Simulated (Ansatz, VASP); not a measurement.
One calculation of TiN, two programs

Contents of INCAR:

```
SYSTEM = TiN
PREC     = Accurate       ! precision mode
ENCUT    = 600            ! plane-wave cutoff, eV
EDIFF    = 1E-7           ! SCF threshold, eV
ISMEAR   = 0              ! smearing method
SIGMA    = 0.1            ! smearing width, eV
LREAL    = .False.        ! projectors in reciprocal space
LASPH    = .True.         ! aspherical terms in the spheres
NELM     = 80             ! most SCF steps
ALGO     = Normal         ! electronic algorithm
ISIF     = 3              ! what is computed and relaxed
LWAVE    = .False.        ! write WAVECAR
LCHARG   = .False.        ! write CHGCAR
GGA      = CA             ! functional
IBRION   = 2              ! ionic algorithm
NSW      = 100            ! ionic steps
EDIFFG   = -0.05          ! ionic threshold
```

Contents of KPOINTS:

```
regular mesh
0
Gamma
  8 8 8
  0 0 0
```

Contents of POSCAR:

```
TiN
1.0
    0.0000000000      2.1206234500      2.1206234500
    2.1206234500      0.0000000000      2.1206234500
    2.1206234500      2.1206234500      0.0000000000
Ti N
1 1
Direct
    0.0000000000      0.0000000000      0.0000000000
    0.5000000000      0.5000000000      0.5000000000
```

Input for Ansatz:

```yaml
crystal:
  lattice:
    - [0.0, 2.12062345, 2.12062345]
    - [2.12062345, 0.0, 2.12062345]
    - [2.12062345, 2.12062345, 0.0]
  atoms:
    - { symbol: Ti, position: [0.0, 0.0, 0.0] }
    - { symbol: "N", position: [0.5, 0.5, 0.5] }
basis:
  ecutwfc: 420
kpoints:
  mp_grid: { grid: [8, 8, 8] }
hamiltonian:
  xc: lda
  pseudopotentials: { kind: paw, azcp: { folder: soft_1 } }
scf:
  occupations: { method: gaussian, width: 0.1 }
output:
  forces: true
  stress: true
  eigenvalues: true
relax:
  adjacent_minimum: "off"
  f_tol: 0.05
  max_steps: 80
  cell: { stress_tol: 0.5 }
```

Alike in both runs: task relaxation of cell and atoms; functional LDA; k mesh 8 × 8 × 8; occupations gaussian, width 0.1 eV; no spin polarisation.

```csv
,VASP,Ansatz
version,VASP 6.6.1,Ansatz 0.2.0
potentials or method,"VASP PAW LDA potentials, release 64 (Ti_sv, N), cutoff 600 eV","scalar-relativistic, plane waves, PAW"
valence electrons in the cell,17,17
```

Ansatz gave:

| Quantity | Value |
| --- | --- |
| gap on the k mesh at the Fermi level, each at its own relaxed structure (eV) | none |
| relaxed volume (Å³/atom) | 9.08 |
| relaxed length of the cell vector where the two differ most in proportion (Å) | 2.950 |

Question: Estimate VASP's values.

Answer: gap on the k mesh at the Fermi level, each at its own relaxed structure (eV): none; relaxed volume (Å³/atom): 9.12; relaxed length of the cell vector where the two differ most in proportion (Å): 2.954.

Ansatz warns that its potentials were made for another functional, while VASP's fit it. LDA's correlation is that of Perdew and Zunger in VASP and of Perdew and Wang (1992) in Ansatz. A gap of «none» marks a metal or a gap that the smearing closes.
